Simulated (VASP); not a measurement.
Write the native input for VASP 6.6.1 that does the following.

```yaml
Task: relaxation of cell and atoms
Functional: revPBE
Dispersion: D3(BJ)
Potentials_or_basis: VASP PAW PBE potentials, release 64 (In_d, As)
Cutoff: 600 eV
k_mesh: 8 × 8 × 8
Occupations: fermi-dirac, width 0.05 eV
Spin: no spin polarisation
Dipole_correction: no
Further_INCAR_settings: ALGO = Normal; EDIFF = 1e-06; IBRION = 2; EDIFFG = -0.01; NSW = 80; ISIF = 3
```

The structure of InAs lies in POSCAR:

```
InAs
1.0
    0.0000000000      3.0180000000      3.0180000000
    3.0180000000      0.0000000000      3.0180000000
    3.0180000000      3.0180000000      0.0000000000
In As
1 1
Direct
    0.0000000000      0.0000000000      0.0000000000
    0.7500000000      0.7500000000      0.7500000000
```

The input as run:

INCAR

```
PREC = Accurate
ENCUT = 600
EDIFF = 1E-6
ISMEAR = -1
SIGMA = 0.05
LREAL = F
LASPH = T
NELM = 80
ALGO = Normal
ISIF = 3
LWAVE = F
LCHARG = F
GGA = RE
IVDW = 12
IBRION = 2
NSW = 80
EDIFFG = -0.01
```

KPOINTS

```
Automatic mesh
0
Gamma
  8 8 8
```

Potentials or basis: VASP PAW PBE potentials, release 64 (In_d, As).

Run with:

```console
$ cat potpaw_PBE.64/In_d/POTCAR potpaw_PBE.64/As/POTCAR > POTCAR
$ mpirun -np 1 vasp_std > vasp.out
```

Results of the run:

```yaml
Relaxed_volume: 28.25 Å³/atom
Relaxed_cell: a = 4.307 Å, b = 4.307 Å, c = 4.307 Å, α = 60.00°, β = 60.00°, γ = 60.00°
Space_group_after_relaxing_to_0.05_Å: F-43m (No. 216)
Energy_gained_by_relaxing: 3.8 meV/atom
Ionic_steps: 3
Pressure_after_relaxing: 0.0 GPa
Band_gap_on_the_k_mesh: zero (filled and empty bands touch)
Dispersion_energy_per_atom: -0.591 eV
```

Caveat: the PAW data sets were made with another functional, which shifts forces and pressure a little; spin-orbit coupling is left out, which moves the levels of the heavy elements; pairwise dispersion overbinds metals, which lowers pressure and volume.

Wall time 36 s on 1 thread of Intel(R) Xeon(R) Platinum 8559C (Emerald Rapids), on a shared host, peak memory 0.23 GiB.
